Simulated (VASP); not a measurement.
The system is AlCu5.

```
Al Cu
1.0
     3.85365    0.00000    0.00000
    -1.92682    3.33736    0.00000
     0.00000    0.00000    4.69411
Al Cu
1 5
Direct
  0.00000 0.00000 0.00000
  0.50000 0.00000 0.50000
  0.00000 0.50000 0.50000
  0.50000 0.50000 0.50000
  0.33333 0.66667 0.50000
  0.66667 0.33333 0.50000
```

| Item | Value |
| --- | --- |
| Program | VASP 6.6.1 |
| Task | relaxation of cell and atoms |
| Functional | PBE |
| Potentials or basis | VASP PAW PBE potentials, release 64 (Al, Cu) |
| Cutoff | 600 eV |
| k mesh | 6 × 6 × 4 |
| Occupations | gaussian, width 0.1 eV |
| Spin | no spin polarisation |

At the start: pressure 262.7 GPa; volume 10.06 Å³/atom.

**Question.** Where does the relaxation end?

**Answer.** Over 19 steps the energy falls by 17884.2 meV/atom and the volume is 15.54 Å³/atom (+54.4 %); space group P6/mmm (No. 191, to 0.05 Å).

The path:
| step | energy change (eV) | largest force (eV/Å) | pressure (GPa) | volume (Å³) |
| --- | --- | --- | --- | --- |
| 1 | 0.0000 | 0.0000 | 262.71 | 60.37 |
| 2 | 3.6744 | 0.0000 | -221.30 | 287.06 |
| 3 | -49.6108 | 0.0000 | 134.75 | 94.36 |
| 4 | -80.2227 | 0.0000 | 94.45 | 121.15 |
| 5 | -99.2972 | 0.0000 | -35.72 | 195.60 |
| 6 | -102.3658 | 0.0000 | 8.57 | 167.01 |
| 7 | -102.6959 | 0.0000 | -0.23 | 172.80 |
| 8 | -102.6813 | 0.0000 | -4.49 | 175.62 |
| 9 | -102.2687 | 0.0000 | 13.75 | 157.16 |
| 10 | -102.7567 | 0.0000 | 0.38 | 170.48 |
| 11 | -103.0430 | 0.0000 | -0.04 | 162.53 |
| 12 | -103.9818 | 0.0000 | -1.74 | 140.08 |
| 13 | -107.3016 | 0.0000 | -1.74 | 93.94 |
| 14 | -106.5815 | 0.0000 | 10.53 | 86.32 |
| 15 | -107.2907 | 0.0000 | 0.00 | 92.37 |
| 16 | -107.0999 | 0.0000 | 11.83 | 92.30 |
| 17 | -107.3001 | 0.0000 | 2.00 | 92.36 |
| 18 | -107.2420 | 0.0000 | -7.10 | 96.23 |
| 19 | -107.3055 | 0.0000 | -0.10 | 93.22 |

Final structure:
```xyz
6
Lattice="6.6455 0.0000 0.0000 -3.3228 5.7552 0.0000 0.0000 0.0000 2.4373" Properties=species:S:1:pos:R:3 pbc="T T T"
Al    0.0000    0.0000    0.0000
Cu    3.3228    0.0000    1.2186
Cu   -1.6614    2.8776    1.2186
Cu    1.6614    2.8776    1.2186
Cu    0.0000    3.8368    1.2186
Cu    3.3228    1.9184    1.2186
```

Caveat: the volume moved by over 15 % at a fixed basis, so the end points are rough.
